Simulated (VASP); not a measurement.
Set up this calculation in VASP 6.6.1, as the native input.

```yaml
Task: relaxation of cell and atoms
Functional: PBE
Potentials_or_basis: VASP PAW PBE potentials, release 64 (Li_sv, Ge_d, H)
Cutoff: 600 eV
k_mesh: 6 × 6 × 6
Occupations: gaussian, width 0.1 eV
Spin: no spin polarisation
Dipole_correction: no
Further_INCAR_settings: ALGO = Normal; EDIFF = 1e-06; IBRION = 2; EDIFFG = -0.04; NSW = 90; ISIF = 3
```

The structure of LiGeH3 lies in POSCAR:

```
LiGeH3
1.0
    3.2072046000      0.0000000000      0.0000000000
    0.0000000000      3.2072046000      0.0000000000
    0.0000000000      0.0000000000      3.2072046000
Li Ge H
1 1 3
Direct
    0.5000000000      0.5000000000      0.5000000000
    0.0000000000      0.0000000000      0.0000000000
    0.5000000000      0.0000000000      0.0000000000
    0.0000000000      0.5000000000      0.0000000000
    0.0000000000      0.0000000000      0.5000000000
```

These files were run (other wordings do the same):

INCAR

```
PREC = Accurate
ENCUT = 600
EDIFF = 1E-6
ISMEAR = 0
SIGMA = 0.1
LREAL = False
LASPH = True
NELM = 100
ALGO = Normal
ISIF = 3
LWAVE = False
LCHARG = False
GGA = PE
IBRION = 2
NSW = 90
EDIFFG = -0.04
```

KPOINTS

```
regular mesh
0
Gamma
  6 6 6
```

Potentials or basis: VASP PAW PBE potentials, release 64 (Li_sv, Ge_d, H).

Command:

```console
$ cat potpaw_PBE.64/Li_sv/POTCAR potpaw_PBE.64/Ge_d/POTCAR potpaw_PBE.64/H/POTCAR > POTCAR
$ mpirun -np 1 vasp_std > vasp.out
```

It gave:

```yaml
Relaxed_volume: 11.27 Å³/atom
Relaxed_cell: a = 3.834 Å, b = 3.834 Å, c = 3.834 Å, α = 90.00°, β = 90.00°, γ = 90.00°
Space_group_after_relaxing_to_0.05_Å: Pm-3m (No. 221)
Energy_gained_by_relaxing: 493.8 meV/atom
Ionic_steps: 5
Pressure_after_relaxing: -0.5 GPa
Band_gap_on_the_k_mesh: zero (band 10 reaches 3.91 eV, above the bottom of band 11 at 2.89 eV)
```

Caveat: the cutoff is under 1.25 times the usual one of these potentials, so pressure, stress and relaxed cells hold a basis-set (Pulay) error; the volume moved by over 15 % at a fixed basis, so the end points are rough.

Run time: 49 s on 1 thread of Intel(R) Xeon(R) Platinum 8488C (Sapphire Rapids), on a shared host, peak memory 0.16 GiB.
